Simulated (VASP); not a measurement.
# Cu (I4/mmm) in VASP: single point with PBE

Aim: the single point of Cu with PBE.

Everything below comes from runs of VASP 6.6.1. Logs are shortened: lines on timing, memory, paths and dates and some standing lists are left out, and cuts for length are marked.

### 1 The cell of the first run

It takes space group I4/mmm (No. 139, tetragonal). Conventional cell: a = 3.055 Å, b = 3.055 Å, c = 2.983 Å, α = 90.00°, β = 90.00°, γ = 90.00°. Cu (site symmetry 4/mmm) has 14 Cu at 2.62 to 3.05 Å within 3.5 Å.

### 2 Single point, PBE (13.92 Å³/atom)

INCAR

```
PREC = Accurate
ENCUT = 820
EDIFF = 1E-6
ISMEAR = 0
SIGMA = 0.15
LREAL = False
LASPH = True
NELM = 120
ALGO = Normal
ISIF = 2
LWAVE = False
LCHARG = False
GGA = PE
NBANDS = 16
GGA_COMPAT = False
```

KPOINTS

```
regular mesh
0
Gamma
  24 24 24
```

POSCAR

```
Cu
1.0
   -1.5273838624      1.5273838624      1.4914903416
    1.5273838624     -1.5273838624      1.4914903416
    1.5273838624      1.5273838624     -1.4914903416
Cu
1
Direct
    0.0000000000      0.0000000000      0.0000000000
```

Potentials or basis: VASP PAW PBE potentials, release 64 (Cu_sv_GW).

Run with:

```
$ cat potpaw_PBE.64/Cu_sv_GW/POTCAR > POTCAR
$ mpirun -np 1 vasp_std > vasp.out
```

OUTCAR:

```text
PREC = Accurate
   ENCUT = 820
   EDIFF = 1E-6
   ISMEAR = 0
   LREAL = False
   LASPH = True
   NELM = 120
   ISIF = 2
   GGA = PE

 ion  position               nearest neighbor table
   1  0.000  0.000  0.000-

  LATTYP: Found a body centered tetragonal cell.
 ALAT       =     3.0547677248
 C/A-ratio  =     0.9765000000

  Lattice vectors:

 A1 = (  -1.5273838624,   1.5273838624,   1.4914903416)
 A2 = (   1.5273838624,  -1.5273838624,   1.4914903416)
 A3 = (   1.5273838624,   1.5273838624,  -1.4914903416)

Analysis of symmetry for initial positions (statically):
=====================================================================
 Subroutine PRICEL returns:
 Original cell was already a primitive cell.

 Routine SETGRP: Setting up the symmetry group for a
 body centered tetragonal supercell.

 Subroutine GETGRP returns: Found 16 space group operations
 (whereof 16 operations were pure point group operations)
 out of a pool of 16 trial point group operations.

The static configuration has the point symmetry D_4h.

Analysis of symmetry for dynamics (positions and initial velocities):
=====================================================================
 Subroutine PRICEL returns:
 Original cell was already a primitive cell.

 Routine SETGRP: Setting up the symmetry group for a
 body centered tetragonal supercell.

 Subroutine GETGRP returns: Found 16 space group operations
 (whereof 16 operations were pure point group operations)
 out of a pool of 16 trial point group operations.

The dynamic configuration has the point symmetry D_4h.

 Subroutine INISYM returns: Found 16 space group operations
 (whereof 16 operations are pure point group operations),
 and found     1 'primitive' translations

----------------------------------------------------------------------------------------

                                     Primitive cell

  volume of cell :      13.9180

  direct lattice vectors                    reciprocal lattice vectors
    -1.527383862  1.527383862  1.491490342     0.000000000  0.327357132  0.335235158
     1.527383862 -1.527383862  1.491490342     0.327357132  0.000000000  0.335235158
     1.527383862  1.527383862 -1.491490342     0.327357132  0.327357132  0.000000000

  length of vectors
     2.624946926  2.624946926  2.624946926     0.468556616  0.468556616  0.462952895

  position of ions in fractional coordinates (direct lattice)
     0.000000000  0.000000000  0.000000000

  ion indices of the primitive-cell ions
   primitive index   ion index
                 1           1

----------------------------------------------------------------------------------------

 KPOINTS: regular mesh

Automatic generation of k-mesh.
 Grid dimensions read from file:
 generate k-points for:   24   24   24

 Generating k-lattice:

  Cartesian coordinates                     Fractional coordinates (reciprocal lattice)
     0.000000000  0.013639880  0.013968132     0.041666667 -0.000000000  0.000000000
     0.013639880  0.000000000  0.013968132    -0.000000000  0.041666667  0.000000000
     0.013639880  0.013639880  0.000000000     0.000000000  0.000000000  0.041666667

  Length of vectors
     0.019523192  0.019523192  0.019289704

  Shift w.r.t. Gamma in fractional coordinates (k-lattice)
     0.000000000  0.000000000  0.000000000

 Subroutine IBZKPT returns following result:
 ===========================================

 Found   1063 irreducible k-points:

 Following reciprocal coordinates:
            Coordinates               Weight
  0.000000  0.000000  0.000000      1.000000
  0.041667  0.000000 -0.000000      8.000000
  0.083333  0.000000 -0.000000      8.000000
  0.125000  0.000000 -0.000000      8.000000
  0.166667  0.000000 -0.000000      8.000000
  0.208333  0.000000 -0.000000      8.000000
[... 16 lines left out ...]
  0.416667  0.041667 -0.000000     16.000000
  0.458333  0.041667 -0.000000     16.000000
 [... further k-points ...]
   k-points           NKPTS =   1063   k-points in BZ     NKDIM =   1063   number of bands    NBANDS=     16
   number of dos      NEDOS =    301   number of ions     NIONS =      1
   total plane-waves  NPLWV =  21952
   dimension x,y,z NGX =    28 NGY =   28 NGZ =   28
   dimension x,y,z NGXF=    56 NGYF=   56 NGZF=   56
   ions per type =               1
   NGX,Y,Z   is equivalent  to a cutoff of  17.73, 17.73, 17.73 a.u.
   NGXF,Y,Z  is equivalent  to a cutoff of  35.47, 35.47, 35.47 a.u.
 SYSTEM =  unknown system
   PREC   = accura    normal or accurate (medium, high low for compatibility)
   ISTART =      0    job   : 0-new  1-cont  2-samecut
   ICHARG =      2    charge: 1-file 2-atom 10-const
   ISPIN  =      1    spin polarized calculation?
   LNONCOLLINEAR =      F non collinear calculations
   LSORBIT =      F    spin-orbit coupling
   LASPH  =      T    aspherical Exc in radial PAW
   ENCUT  =  820.0 eV  60.27 Ry    7.76 a.u.   6.13  6.13  6.13*2*pi/ulx,y,z
   NELM   =    120;   NELMIN=  2; NELMDL= -5     # of ELM steps
   EDIFF  = 0.1E-05   stopping-criterion for ELM
   LREAL  =      F    real-space projection
   EDIFFG = 0.1E-04   stopping-criterion for IOM
   NSW    =      0    number of steps for IOM
   IBRION =     -1    ionic relax: 0-MD 1-quasi-New 2-CG
   NFREE  =      0    steps in history (QN), initial steepest desc. (CG)
   ISIF   =      2    stress and relaxation
   ISYM   =      2    0-nonsym 1-usesym 2-fastsym
   POTIM  = 0.5000    time-step for ionic-motion
   TEBEG  =    0.0;   TEEND  =   0.0 temperature during run
   PSTRESS=    0.0 pullay stress
   NELECT =      19.0000    total number of electrons
   NUPDOWN=      -1.0000    fix difference up-down
   EMIN   =  10.00;   EMAX   =-10.00  energy-range for DOS
   EFERMI =   0.00;   METHOD = LEGACY
   ISMEAR =     0;   SIGMA  =   0.15  broadening in eV -4-tet -1-fermi 0-gaus
   EFERMI_NEDOS =   21; number of points for ismear=-14 and -15
   IALGO  =     38    algorithm
   IMIX   =      4    mixing-type and parameters
     AMIX     =   0.40;   BMIX     =  1.00
     AMIX_MAG =   1.60;   BMIX_MAG =  1.00
  volume/ion in A,a.u.               =      13.92        93.92
  Fermi-wavevector in a.u.,A,eV,Ry     =   1.816075  3.431884 44.873756  3.298128
  Thomas-Fermi vector in A             =   2.873563
   LORBIT       =      0    0 simple, 1 ext, 2 COOP (PROOUT), +10 PAW based schemes
   GGA     = PE    functional components
   LHFCALC =     F    Hartree Fock is set to
   AEXX    =    0.0000 exact exchange contribution
   IVDW    =     0    specifies the selected vdW correction
   LEPSILON=     F    determine dielectric tensor
   LRPA    =     F    only Hartree local field effects (RPA)
 non-spin polarized calculation
 Gauss-broadening in eV      SIGMA  =   0.15
  energy-cutoff  :      820.00
  volume of cell :       13.92
 maximum number of plane-waves:       756
 NGX is ok and might be reduce to    28
   NGX = 13   NGY = 13   NGZ = 13

 number of electron      19.0000004 magnetization

 Free energy of the ion-electron system (eV)
  ---------------------------------------------------
  ext. energy  EPLUGINS =         0.00000000
  ---------------------------------------------------
  free energy    TOTEN  =        -3.66311636 eV

  energy without entropy =       -3.65787416  energy(sigma->0) =       -3.66049526

 E-fermi :   5.7262     XC(G=0): -12.3451

 val. band max:        5.7244004876   @ k =   0.5000   0.1250   0.0417
 cond. band min:       5.7287120629   @ k =  -0.2083   0.4167   0.1667
 fundamental gap:      0.0043115753
 Fermi energy:         5.7261894267

 k-point     1 :       0.0000    0.0000    0.0000
  band No.  band energies     occupation
      1    -106.4861      2.00000
      2     -63.8323      2.00000
      3     -63.8311      2.00000
      4     -63.8311      2.00000
      5      -2.4912      2.00000
      6       3.0694      2.00000
[... 8 lines left out ...]
     15      30.4493      0.00000
     16      30.8205      0.00000

 k-point     2 :       0.0417    0.0000   -0.0000
  band No.  band energies     occupation
      1    -106.4859      2.00000
      2     -63.8330      2.00000
      3     -63.8314      2.00000
      4     -63.8313      2.00000
      5      -2.4310      2.00000
      6       3.0723      2.00000
[... 8 lines left out ...]
     15      29.9365      0.00000
     16      30.3559      0.00000

 k-point     3 :       0.0833    0.0000   -0.0000
  band No.  band energies     occupation
      1    -106.4855      2.00000
      2     -63.8356      2.00000
      3     -63.8325      2.00000
      4     -63.8313      2.00000
      5      -2.2514      2.00000
      6       3.0575      2.00000
[... 8 lines left out ...]
     15      29.4125      0.00000
     16      30.3286      0.00000

 k-point     4 :       0.1250    0.0000   -0.0000
  band No.  band energies     occupation
      1    -106.4850      2.00000
      2     -63.8403      2.00000
      3     -63.8342      2.00000
      4     -63.8314      2.00000
      5      -1.9554      2.00000
      6       3.0162      2.00000
[... 8 lines left out ...]
     15      28.9142      0.00000
     16      30.6280      0.00000
[... 324 lines left out ...]
 k-point    22 :       0.3750    0.0417    0.0000
  band No.  band energies     occupation
      1    -106.4801      2.00000
      2     -63.8838      2.00000
      3     -63.8510      2.00000
      4     -63.8317      2.00000
      5       1.3564      2.00000
      6       2.5945      2.00000
[... 8 lines left out ...]
     15      27.5984      0.00000
     16      34.7861      0.00000

 k-point    23 :       0.4167    0.0417   -0.0000
  band No.  band energies     occupation
      1    -106.4796      2.00000
      2     -63.8874      2.00000
      3     -63.8525      2.00000
      4     -63.8318      2.00000
      5       1.5147      2.00000
      6       2.5587      2.00000
[... 8 lines left out ...]
     15      27.5349      0.00000
     16      35.6069      0.00000

 k-point    24 :       0.4583    0.0417   -0.0000
  band No.  band energies     occupation
      1    -106.4794      2.00000
      2     -63.8894      2.00000
      3     -63.8532      2.00000
      4     -63.8318      2.00000
      5       1.5724      2.00000
      6       2.5404      2.00000
[... 8 lines left out ...]
     15      27.5110      0.00000
     16      36.2858      0.00000

 [... further k-points ...]

------------------------ aborting loop because EDIFF is reached ----------------------------------------

  FORCE on cell =-STRESS in cart. coord.  units (eV):
  Direction    XX          YY          ZZ          XY          YZ          ZX
  --------------------------------------------------------------------------------------
  -------------------------------------------------------------------------------------
  Total       -1.2151758     -1.2151758     -1.2401746      0.0000000     -0.0000000      0.0000000
  in kB     -139.8855502   -139.8855502   -142.7633052      0.0000000     -0.0000000      0.0000000
  external PRESSURE =    -140.8448019 kB  Pullay stress =       0.0000000 kB

 VOLUME and BASIS-vectors are now :
 -----------------------------------------------------------------------------
  energy-cutoff  :      820.00
  volume of cell :       13.92
      direct lattice vectors                 reciprocal lattice vectors
    -1.527383862  1.527383862  1.491490342     0.000000000  0.327357132  0.335235158
     1.527383862 -1.527383862  1.491490342     0.327357132  0.000000000  0.335235158
     1.527383862  1.527383862 -1.491490342     0.327357132  0.327357132  0.000000000

 POSITION                                       TOTAL-FORCE (eV/Angst)
 -----------------------------------------------------------------------------------
      0.00000      0.00000      0.00000         0.000000      0.000000     -0.000000
 -----------------------------------------------------------------------------------
    total drift:                               -0.000000     -0.000000     -0.000000

  FREE ENERGIE OF THE ION-ELECTRON SYSTEM (eV)
  ---------------------------------------------------
  free  energy   TOTEN  =        -3.6631163647 eV

  energy  without entropy=       -3.6578741618  energy(sigma->0) =       -3.66049526
```

Wall time 3.5 min (1 thread of Intel Xeon 6975P-C (Granite Rapids), shared host); peak memory 0.64 GiB.

What came out:

| Property | Result |
| --- | --- |
| Free energy | -3.6631 eV |
| Pressure | -14.1 GPa |
| Band gap on the k mesh | zero (an odd number of electrons rules out a gap without spin polarisation) |

Stress tensor (GPa, compression positive):
```
-13.99   0.00   0.00
  0.00 -13.99   0.00
  0.00   0.00 -14.28
```

Caveat: the cell stands under tension.
